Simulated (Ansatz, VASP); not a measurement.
SnSe in VASP and in Ansatz

```xyz
2
Lattice="0.0000 3.0044 3.0044 3.0044 0.0000 3.0044 3.0044 3.0044 0.0000" Properties=species:S:1:pos:R:3 pbc="T T T"
Sn    0.0000    0.0000    0.0000
Se    3.0044    3.0044    3.0044
```

Alike in both runs: task single point; functional LDA; k mesh 8 × 8 × 8; occupations gaussian, width 0.02 eV; no spin polarisation.

```csv
,VASP,Ansatz
version,VASP 6.6.1,Ansatz 0.2.0
potentials or method,"VASP PAW LDA potentials, release 64 (Sn_d, Se), cutoff 520 eV","scalar-relativistic, plane waves, PAW"
valence electrons in the cell,20,30
```

VASP gave:

| Quantity | Value |
| --- | --- |
| gap on the k mesh at the Fermi level (eV) | 0.65 |
| least direct gap on the mesh (eV) | 0.65 |
| pressure (GPa) | -3.0 |

Question: Which values does Ansatz return?

Answer: gap on the k mesh at the Fermi level (eV): 0.63; least direct gap on the mesh (eV): 0.63; pressure (GPa): -3.1.

LDA's correlation is that of Perdew and Zunger in VASP and of Perdew and Wang (1992) in Ansatz. VASP's potentials hold 20 valence electrons a cell and Ansatz's 30, so a difference there can come from the potentials and not from the codes.
